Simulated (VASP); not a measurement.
Wanted: the native input for a VASP 6.6.1 run.

```
Task                   : relaxation of cell and atoms
Functional             : PBE
Potentials or basis    : VASP PAW PBE potentials, release 64 (Zn, Se)
Cutoff                 : 600 eV
k mesh                 : 8 × 8 × 8
Occupations            : gaussian, width 0.02 eV
Spin                   : no spin polarisation
Dipole correction      : no
Further INCAR settings : ALGO = Normal; EDIFF = 1e-06; IBRION = 2; EDIFFG = -0.01; NSW = 100; ISIF = 3
```

The structure of ZnSe lies in POSCAR:

```
ZnSe
1.0
    0.0000000000      2.8661434335      2.8661434335
    2.8661434335      0.0000000000      2.8661434335
    2.8661434335      2.8661434335      0.0000000000
Zn Se
1 1
Direct
    0.0000000000      0.0000000000      0.0000000000
    0.7500000000      0.7500000000      0.7500000000
```

One way to write it, as run:

INCAR

```
SYSTEM = ZnSe
PREC = Accurate
ENCUT = 600
EDIFF = 1E-6
ISMEAR = 0
SIGMA = 0.02
LREAL = .FALSE.
LASPH = .TRUE.
NELM = 100
ALGO = Normal
ISIF = 3
LWAVE = .FALSE.
LCHARG = .FALSE.
GGA = PE
IBRION = 2
NSW = 100
EDIFFG = -0.01
```

KPOINTS

```
regular mesh
0
G
  8 8 8
  0 0 0
```

Potentials or basis: VASP PAW PBE potentials, release 64 (Zn, Se).

The run is started by

```bash
$ cat potpaw_PBE.64/Zn/POTCAR potpaw_PBE.64/Se/POTCAR > POTCAR
$ mpirun -np 1 vasp_std > vasp.out
```

Results of the run:

The relaxed volume is 23.65 Å³/atom and the relaxed cell is a = 4.060 Å, b = 4.060 Å, c = 4.060 Å, α = 60.00°, β = 60.00°, γ = 60.00°. The space group after relaxing (to 0.05 Å) is F-43m (No. 216), the energy gained by relaxing is 0.0 meV/atom and the ionic steps are 2. The pressure after relaxing is 0.0 GPa and the band gap on the k mesh is 1.14 eV, direct.

Run time: 23 s on 1 thread of Intel Xeon 6975P-C, on a shared host, peak memory 0.19 GiB.
